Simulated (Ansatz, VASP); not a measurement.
## WS2 in VASP and in Ansatz

```xyz
6
Lattice="3.1886 0.0000 0.0004 -1.5943 2.7614 0.0003 0.0020 0.0028 14.7368" Properties=species:S:1:pos:R:3 pbc="T T T"
W     0.0004    1.8415    3.6847
W     1.5957    0.9225   11.0531
S     0.0017    1.8433    9.4820
S     1.5950    0.9214    2.1137
S     0.0014    1.8429   12.6238
S     1.5946    0.9210    5.2554
```

Change from the starting cell: all S atoms moved 0.3 Å in one direction; relaxed back.

Alike in both runs: functional PBE; k mesh 12 × 12 × 2; occupations gaussian, width 0.05 eV; no spin polarisation.

Ansatz relaxed the structure, and its values are those at the end. VASP's run is a single point on that final structure, the one shown.

|  | VASP | Ansatz |
| --- | --- | --- |
| version | VASP 6.6.1 | Ansatz 0.2.0 |
| potentials or method | VASP PAW PBE potentials, release 64 (W_sv, S), cutoff 520 eV | scalar-relativistic, plane waves, PAW |
| valence electrons in the cell | 52 | 52 |

Ansatz gave:

- gap on the k mesh at the Fermi level (eV): 1.61
- least direct gap on the mesh (eV): 1.79
- pressure (GPa): 0.0
- rms of the force components (eV/Å): 0.003

Problem. Estimate VASP's values.

Solution. gap on the k mesh at the Fermi level (eV): 1.62; least direct gap on the mesh (eV): 1.79; pressure (GPa): -0.1; rms of the force components (eV/Å): 0.003.

Neither program's run includes spin-orbit coupling.
